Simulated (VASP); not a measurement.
Write the native input for VASP 6.6.1 that does the following.

```yaml
Task: relaxation of cell and atoms
Functional: PBEsol
Potentials_or_basis: VASP PAW PBE potentials, release 64 (Si, C)
Cutoff: 600 eV
k_mesh: 8 × 8 × 6
Occupations: gaussian, width 0.01 eV
Spin: no spin polarisation
Target_pressure: 2 GPa
Dipole_correction: no
Further_INCAR_settings: ALGO = Normal; EDIFF = 1e-06; IBRION = 2; EDIFFG = -0.002; NSW = 100; ISIF = 3
```

The structure of SiC lies in POSCAR:

```
SiC
1.0
    3.0757704001      0.0000000000      0.0000000000
   -1.5378852001      2.6636953027      0.0000000000
    0.0000000000      0.0000000000      5.0475326534
Si C
2 2
Direct
    0.3333333333      0.6666666667      0.0045934394
    0.6666666667      0.3333333333      0.5045934394
    0.3333333333      0.6666666667      0.3804065606
    0.6666666667      0.3333333333      0.8804065606
```

The input as run:

INCAR

```
PREC = Accurate
ENCUT = 600
EDIFF = 1E-6
ISMEAR = 0
SIGMA = 0.01
LREAL = F
LASPH = T
NELM = 60
ALGO = Normal
ISIF = 3
LWAVE = F
LCHARG = F
GGA = PS
IBRION = 2
NSW = 100
EDIFFG = -0.002
PSTRESS = 20.0
```

KPOINTS

```
Automatic mesh
0
Gamma
  8 8 6
```

Potentials or basis: VASP PAW PBE potentials, release 64 (Si, C).

Launch:

```bash
$ cat potpaw_PBE.64/Si/POTCAR potpaw_PBE.64/C/POTCAR > POTCAR
$ mpirun -np 1 vasp_std > vasp.out
```

Results of the run:

* Relaxed volume: 10.26 Å³/atom
* Relaxed cell: a = 3.068 Å, b = 3.068 Å, c = 5.034 Å, α = 90.00°, β = 90.00°, γ = 120.00°
* Space group after relaxing (to 0.05 Å): P6_3mc (No. 186)
* Energy change on relaxing (the enthalpy is what falls): +0.6 meV/atom
* Ionic steps: 3
* Pressure after relaxing: 2.0 GPa
* Band gap on the k mesh: 2.36 eV, indirect (least direct gap 3.87 eV)

Caveat: the cell is relaxed towards a set pressure, so the enthalpy falls and the energy may rise; the PAW data sets were made with another functional, which shifts forces and pressure a little.

It took 21 s on 1 thread of Intel(R) Xeon(R) 6975P-C (Granite Rapids) (shared host), peak memory 0.17 GiB.
